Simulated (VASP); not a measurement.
# Si4N (R-3m) in VASP: single point with PBE

Aim: the single point of Si4N with PBE.

All numbers are computed with VASP 6.6.1; they aren't measurements. Logs are shortened: lines on timing, memory, paths and dates and some standing lists are left out, and cuts for length are marked.

**1. The cell of the first run**

Symmetry: R-3m, No. 166, trigonal system. The conventional cell has a = 2.739 Å, b = 2.739 Å, c = 28.767 Å, α = 90.00°, β = 90.00°, γ = 120.00°. Si (site symmetry 3m) has 3 N at 2.07 Å within 2.7 Å. Si (site symmetry 3m) has 12 Si at 2.74 to 2.82 Å within 3.6 Å. N (site symmetry -3m) has 6 Si at 2.07 Å within 2.7 Å.

**2. Single point, PBE, collinear spin, ferromagnetic start**

Contents of INCAR:

```
SYSTEM = Si4N
PREC     = Accurate       ! precision mode
ENCUT    = 520            ! plane-wave cutoff, eV
EDIFF    = 1E-6           ! SCF threshold, eV
ISMEAR   = 0              ! smearing method
SIGMA    = 0.1            ! smearing width, eV
LREAL    = .FALSE.        ! projectors in reciprocal space
LASPH    = .TRUE.         ! aspherical terms in the spheres
NELM     = 150            ! most SCF steps
ALGO     = Normal         ! electronic algorithm
ISIF     = 2              ! what is computed and relaxed
LWAVE    = .FALSE.        ! write WAVECAR
LCHARG   = .FALSE.        ! write CHGCAR
ISPIN    = 2              ! spin polarisation
MAGMOM   = 0 0 0 0 1      ! initial moments
LORBIT   = 11             ! projections on sites
GGA      = PE             ! functional
NBANDS   = 22             ! bands
```

Contents of KPOINTS:

```
Automatic mesh
0
G
  6 6 6
  0 0 0
```

Contents of POSCAR:

```
Si4N
1.0
    1.3693533818      0.7905965436      9.5890560321
   -1.3693533818      0.7905965436      9.5890560321
    0.0000000000     -1.5811930872      9.5890560321
Si N
4 1
Direct
    0.3799061068      0.3799061068      0.3799061068
    0.7944077293      0.7944077293      0.7944077293
    0.2055922707      0.2055922707      0.2055922707
    0.6200938932      0.6200938932      0.6200938932
    0.0000000000      0.0000000000      0.0000000000
```

Potentials or basis: VASP PAW PBE potentials, release 64 (Si, N).

Command:

```
$ cat potpaw_PBE.64/Si/POTCAR potpaw_PBE.64/N/POTCAR > POTCAR
$ mpirun -np 1 vasp_std > vasp.out
```

OUTCAR:

```text
SYSTEM = Si4N
   PREC = Accurate
   ENCUT = 520
   EDIFF = 1E-6
   ISMEAR = 0
   LREAL = .FALSE.
   LASPH = .TRUE.
   NELM = 150
   ISIF = 2
   ISPIN = 2
   LORBIT = 11
   GGA = PE

 ion  position               nearest neighbor table
   1  0.380  0.380  0.380-   5 2.07   5 2.07   5 2.07   2 2.82   2 2.82   2 2.82   4 3.11   4 3.11
                             4 3.11
   2  0.794  0.794  0.794-   3 2.74   3 2.74   3 2.74   1 2.82   1 2.82   1 2.82
   3  0.206  0.206  0.206-   2 2.74   2 2.74   2 2.74   4 2.82   4 2.82   4 2.82
   4  0.620  0.620  0.620-   5 2.07   5 2.07   5 2.07   3 2.82   3 2.82   3 2.82   1 3.11   1 3.11
                             1 3.11
   5  0.000  0.000  0.000-   4 2.07   4 2.07   1 2.07   1 2.07   4 2.07   1 2.07

  LATTYP: Found a trigonal (rhomboedric) cell.
 ALAT       =     9.7185475852
 COS(alpha) =     0.9602937985

  Lattice vectors:

 A1 = (   1.3693533818,   0.7905965436,   9.5890560321)
 A2 = (  -1.3693533818,   0.7905965436,   9.5890560321)
 A3 = (   0.0000000000,  -1.5811930872,   9.5890560321)

Analysis of symmetry for initial positions (statically):
=====================================================================
 Subroutine PRICEL returns:
 Original cell was already a primitive cell.

 Routine SETGRP: Setting up the symmetry group for a
 trigonal (rhombohedral) supercell.

 Subroutine GETGRP returns: Found 12 space group operations
 (whereof 12 operations were pure point group operations)
 out of a pool of 12 trial point group operations.

The static configuration has the point symmetry D_3d.

Analysis of symmetry for dynamics (positions and initial velocities):
=====================================================================
 Subroutine PRICEL returns:
 Original cell was already a primitive cell.

 Routine SETGRP: Setting up the symmetry group for a
 trigonal (rhombohedral) supercell.

 Subroutine GETGRP returns: Found 12 space group operations
 (whereof 12 operations were pure point group operations)
 out of a pool of 12 trial point group operations.

The dynamic configuration has the point symmetry D_3d.

Analysis of structural, dynamic, and magnetic symmetry:
=====================================================================
 Subroutine PRICEL returns:
 Original cell was already a primitive cell.

 Routine SETGRP: Setting up the symmetry group for a
 trigonal (rhombohedral) supercell.

 Subroutine GETGRP returns: Found 12 space group operations
 (whereof 12 operations were pure point group operations)
 out of a pool of 12 trial point group operations.

The overall configuration has the point symmetry D_3d.

 Subroutine INISYM returns: Found 12 space group operations
 (whereof 12 operations are pure point group operations),
 and found     1 'primitive' translations

----------------------------------------------------------------------------------------

                                     Primitive cell

  volume of cell :      62.2870

  direct lattice vectors                    reciprocal lattice vectors
     1.369353382  0.790596544  9.589056032     0.365135842  0.210811277  0.034761851
    -1.369353382  0.790596544  9.589056032    -0.365135842  0.210811277  0.034761851
     0.000000000 -1.581193087  9.589056032     0.000000000 -0.421622553  0.034761851

  length of vectors
     9.718547585  9.718547585  9.718547585     0.423053145  0.423053145  0.423053145

  position of ions in fractional coordinates (direct lattice)
     0.379906107  0.379906107  0.379906107
     0.794407729  0.794407729  0.794407729
     0.205592271  0.205592271  0.205592271
     0.620093893  0.620093893  0.620093893
     0.000000000  0.000000000  0.000000000

  ion indices of the primitive-cell ions
   primitive index   ion index
                 1           1
                 2           2
                 3           3
                 4           4
                 5           5

----------------------------------------------------------------------------------------

 KPOINTS: Automatic mesh

Automatic generation of k-mesh.
 Grid dimensions read from file:
 generate k-points for:    6    6    6

 Generating k-lattice:

  Cartesian coordinates                     Fractional coordinates (reciprocal lattice)
     0.060855974  0.035135213  0.005793642     0.166666667  0.000000000  0.000000000
    -0.060855974  0.035135213  0.005793642     0.000000000  0.166666667  0.000000000
     0.000000000 -0.070270426  0.005793642     0.000000000  0.000000000  0.166666667

  Length of vectors
     0.070508858  0.070508858  0.070508858

  Shift w.r.t. Gamma in fractional coordinates (k-lattice)
     0.000000000  0.000000000  0.000000000

 Subroutine IBZKPT returns following result:
 ===========================================

 Found     32 irreducible k-points:

 Following reciprocal coordinates:
            Coordinates               Weight
  0.000000  0.000000  0.000000      1.000000
  0.166667 -0.000000  0.000000      6.000000
  0.333333  0.000000  0.000000      6.000000
  0.500000 -0.000000 -0.000000      3.000000
  0.166667  0.166667  0.000000      6.000000
  0.333333  0.166667  0.000000     12.000000
[... 16 lines left out ...]
  0.500000  0.500000  0.166667      6.000000
 -0.333333  0.500000  0.166667     12.000000
 [... further k-points ...]
   k-points           NKPTS =     32   k-points in BZ     NKDIM =     32   number of bands    NBANDS=     22
   number of dos      NEDOS =    301   number of ions     NIONS =      5
   total plane-waves  NPLWV = 373248
   dimension x,y,z NGX =    72 NGY =   72 NGZ =   72
   dimension x,y,z NGXF=   144 NGYF=  144 NGZF=  144
   ions per type =               4   1
   NGX,Y,Z   is equivalent  to a cutoff of  12.32, 12.32, 12.32 a.u.
   NGXF,Y,Z  is equivalent  to a cutoff of  24.63, 24.63, 24.63 a.u.
 SYSTEM =  Si4N
   PREC   = accura    normal or accurate (medium, high low for compatibility)
   ISTART =      0    job   : 0-new  1-cont  2-samecut
   ICHARG =      2    charge: 1-file 2-atom 10-const
   ISPIN  =      2    spin polarized calculation?
   LNONCOLLINEAR =      F non collinear calculations
   LSORBIT =      F    spin-orbit coupling
   LASPH  =      T    aspherical Exc in radial PAW
   ENCUT  =  520.0 eV  38.22 Ry    6.18 a.u.  18.07 18.07 18.07*2*pi/ulx,y,z
   NELM   =    150;   NELMIN=  2; NELMDL= -5     # of ELM steps
   EDIFF  = 0.1E-05   stopping-criterion for ELM
   LREAL  =      F    real-space projection
   EDIFFG = 0.1E-04   stopping-criterion for IOM
   NSW    =      0    number of steps for IOM
   IBRION =     -1    ionic relax: 0-MD 1-quasi-New 2-CG
   NFREE  =      0    steps in history (QN), initial steepest desc. (CG)
   ISIF   =      2    stress and relaxation
   ISYM   =      2    0-nonsym 1-usesym 2-fastsym
   POTIM  = 0.5000    time-step for ionic-motion
   TEBEG  =    0.0;   TEEND  =   0.0 temperature during run
   PSTRESS=    0.0 pullay stress
   NELECT =      21.0000    total number of electrons
   NUPDOWN=      -1.0000    fix difference up-down
   EMIN   =  10.00;   EMAX   =-10.00  energy-range for DOS
   EFERMI =   0.00;   METHOD = LEGACY
   ISMEAR =     0;   SIGMA  =   0.10  broadening in eV -4-tet -1-fermi 0-gaus
   EFERMI_NEDOS =   21; number of points for ismear=-14 and -15
   IALGO  =     38    algorithm
   IMIX   =      4    mixing-type and parameters
     AMIX     =   0.40;   BMIX     =  1.00
     AMIX_MAG =   1.60;   BMIX_MAG =  1.00
  volume/ion in A,a.u.               =      12.46        84.07
  Fermi-wavevector in a.u.,A,eV,Ry     =   1.139415  2.153183 17.664000  1.298267
  Thomas-Fermi vector in A             =   2.276119
   LORBIT       =     11    0 simple, 1 ext, 2 COOP (PROOUT), +10 PAW based schemes
   GGA     = PE    functional components
   LHFCALC =     F    Hartree Fock is set to
   AEXX    =    0.0000 exact exchange contribution
   IVDW    =     0    specifies the selected vdW correction
   LEPSILON=     F    determine dielectric tensor
   LRPA    =     F    only Hartree local field effects (RPA)
 spin polarized calculation
 Gauss-broadening in eV      SIGMA  =   0.10
  energy-cutoff  :      520.00
  volume of cell :       62.29
 maximum number of plane-waves:      1690
   NGX = 37   NGY = 37   NGZ = 37

 number of electron      21.0000000 magnetization       0.0003780

 Free energy of the ion-electron system (eV)
  ---------------------------------------------------
  ext. energy  EPLUGINS =         0.00000000
  ---------------------------------------------------
  free energy    TOTEN  =       -27.37300304 eV

  energy without entropy =      -27.36425985  energy(sigma->0) =      -27.36863144

 E-fermi :  10.6370     XC(G=0): -11.4761

 val. band max:       10.6035305875   @ k =   0.3333   0.0000   0.0000
 cond. band min:      10.6912023832   @ k =  -0.3333   0.3333   0.1667
 fundamental gap:      0.0876717957
 Fermi energy:        10.6369786083

 spin component 1

 k-point     1 :       0.0000    0.0000    0.0000
  band No.  band energies     occupation
      1      -9.0923      1.00000
      2      -3.1271      1.00000
      3      -2.9930      1.00000
      4       0.5488      1.00000
      5       1.3096      1.00000
      6       7.2830      1.00000
[... 14 lines left out ...]
     21      21.5464      0.00000
     22      21.7921      0.00000

 k-point     2 :       0.1667   -0.0000    0.0000
  band No.  band energies     occupation
      1      -8.5483      1.00000
      2      -2.4858      1.00000
      3      -2.2302      1.00000
      4       1.0961      1.00000
      5       2.0179      1.00000
      6       5.7262      1.00000
[... 14 lines left out ...]
     21      20.0706      0.00000
     22      20.1243      0.00000
[... 523 lines left out ...]
     21      18.6531      0.00000
     22      19.0117      0.00000

 k-point    24 :      -0.3333    0.5000    0.1667
  band No.  band energies     occupation
      1      -6.0193      1.00000
      2       0.4973      1.00000
      3       1.1881      1.00000
      4       2.5690      1.00000
      5       3.6874      1.00000
      6       4.3347      1.00000
[... 14 lines left out ...]
     21      19.5608      0.00000
     22      20.3820      0.00000

 [... further k-points ...]

 spin component 2

 k-point     1 :       0.0000    0.0000    0.0000
  band No.  band energies     occupation
      1      -9.0923      1.00000
      2      -3.1268      1.00000
      3      -2.9930      1.00000
      4       0.5490      1.00000
      5       1.3097      1.00000
      6       7.2830      1.00000
[... 14 lines left out ...]
     21      21.5456      0.00000
     22      21.7921      0.00000

 k-point     2 :       0.1667   -0.0000    0.0000
  band No.  band energies     occupation
      1      -8.5484      1.00000
      2      -2.4856      1.00000
      3      -2.2301      1.00000
      4       1.0963      1.00000
      5       2.0180      1.00000
      6       5.7262      1.00000
[... 14 lines left out ...]
     21      20.0706      0.00000
     22      20.1244      0.00000
[... 523 lines left out ...]
     21      18.6532      0.00000
     22      19.0118      0.00000

 k-point    24 :      -0.3333    0.5000    0.1667
  band No.  band energies     occupation
      1      -6.0194      1.00000
      2       0.4972      1.00000
      3       1.1882      1.00000
      4       2.5691      1.00000
      5       3.6875      1.00000
      6       4.3347      1.00000
[... 14 lines left out ...]
     21      19.5610      0.00000
     22      20.3821      0.00000

 [... further k-points ...]
[... 5 lines left out ...]
  --------------------------------------------------------------------------------------
  -------------------------------------------------------------------------------------
  Total       -0.0759345     -0.0759345     -0.0703371      0.0000000      0.0000000     -0.0000000
  in kB       -1.9532246     -1.9532246     -1.8092451      0.0000000      0.0000000     -0.0000000
  external PRESSURE =      -1.9052314 kB  Pullay stress =       0.0000000 kB

 VOLUME and BASIS-vectors are now :
 -----------------------------------------------------------------------------
  energy-cutoff  :      520.00
  volume of cell :       62.29
      direct lattice vectors                 reciprocal lattice vectors
     1.369353382  0.790596544  9.589056032     0.365135842  0.210811277  0.034761851
    -1.369353382  0.790596544  9.589056032    -0.365135842  0.210811277  0.034761851
     0.000000000 -1.581193087  9.589056032     0.000000000 -0.421622553  0.034761851

 POSITION                                       TOTAL-FORCE (eV/Angst)
 -----------------------------------------------------------------------------------
      0.00000      0.00000     10.92882         0.000000     -0.000000      0.001821
      0.00000      0.00000     22.85286         0.000000      0.000000      0.007243
      0.00000      0.00000      5.91431         0.000000     -0.000000     -0.007243
      0.00000      0.00000     17.83835         0.000000      0.000000     -0.001821
      0.00000      0.00000      0.00000         0.000000     -0.000000     -0.000000
 -----------------------------------------------------------------------------------
    total drift:                                0.000000      0.000000     -0.000000

  FREE ENERGIE OF THE ION-ELECTRON SYSTEM (eV)
  ---------------------------------------------------
  free  energy   TOTEN  =       -27.3730030372 eV

  energy  without entropy=      -27.3642598484  energy(sigma->0) =      -27.36863144

 total charge

# of ion       s       p       d       tot
------------------------------------------
    1        0.817   0.682   0.000   1.499
    2        0.835   0.686   0.000   1.521
    3        0.835   0.686   0.000   1.521
    4        0.817   0.682   0.000   1.499
    5        1.281   2.452   0.000   3.733
--------------------------------------------------
tot          4.586   5.188   0.000   9.774

 magnetization (x)

# of ion       s       p       d       tot
------------------------------------------
    1        0.000   0.000   0.000   0.000
    2        0.000   0.000   0.000   0.000
    3        0.000   0.000   0.000   0.000
    4        0.000   0.000   0.000   0.000
    5       -0.000  -0.000   0.000  -0.000
--------------------------------------------------
tot          0.000   0.000   0.000   0.000
```

It took 8.5 min on 1 thread of Intel Xeon 6975P-C (Granite Rapids), shared host; peak memory 0.95 GiB.

Results:

```yaml
Free_energy: -27.3730 eV
Pressure: -0.2 GPa
Largest_force: 0.007 eV/Å
Net_moment: 0.00 μB per cell
Valence_electrons_inside_the_program's_atomic_spheres: Si 1.50, 1.52; N 3.73
```

Forces in eV/Å, atoms in the order of the input:
```
Si   0.000  0.000  0.002
Si   0.000  0.000  0.007
Si   0.000  0.000 -0.007
Si   0.000  0.000 -0.002
N    0.000  0.000  0.000
```

Caveat: the k points lie up to 0.44 Å⁻¹ apart.
